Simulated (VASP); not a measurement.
A run of VASP 6.6.1 is set up as follows.

Contents of INCAR:

```
PREC = Accurate ; ENCUT = 520
EDIFF = 1E-6 ; ISMEAR = -1
SIGMA = 0.1 ; LREAL = False
LASPH = True ; NELM = 100
ALGO = Normal ; ISIF = 2
LWAVE = False ; LCHARG = True
GGA = PE ; IVDW = 12
LELF = True ; LVHAR = True
NBANDS = 38
```

The input KPOINTS:

```
Automatic mesh
0
Gamma
  5 5 3
```

The input POSCAR:

```
CuSiRu
1.0
    3.7150350000      0.0000000000      0.0000000000
    0.0000000000      3.7150350000      0.0000000000
    0.0000000000      0.0000000000      5.8632210000
Ru Si Cu
2 2 2
Direct
    0.7500000000      0.2500000000      0.0000000000
    0.2500000000      0.7500000000      0.0000000000
    0.2500000000      0.2500000000      0.1750000000
    0.7500000000      0.7500000000      0.8250000000
    0.2500000000      0.2500000000      0.6790000000
    0.7500000000      0.7500000000      0.3210000000
```

Potentials or basis: VASP PAW PBE potentials, release 64 (Ru_pv, Si, Cu).

Run with:

```sh
$ cat potpaw_PBE.64/Ru_pv/POTCAR potpaw_PBE.64/Si/POTCAR potpaw_PBE.64/Cu/POTCAR > POTCAR
$ mpirun -np 1 vasp_std > vasp.out
```

Problem. What does it give for the band gap on the k mesh?

Solution. Zero (band 29 reaches 11.00 eV, above the bottom of band 30 at 9.53 eV).

Problem. Estimate the pressure.

Solution. 49.7 GPa.

Problem. Estimate the largest force.

Solution. 7.951 eV/Å.

Stress tensor (GPa, compression positive):
```
62.78  0.00  0.00
 0.00 62.78  0.00
 0.00  0.00 23.40
```

Caveat: three body term missing; pairwise dispersion overbinds metals, which lowers pressure and volume; forces of over 1 eV/Å act on the atoms, so gaps and moduli don't describe the material at rest.
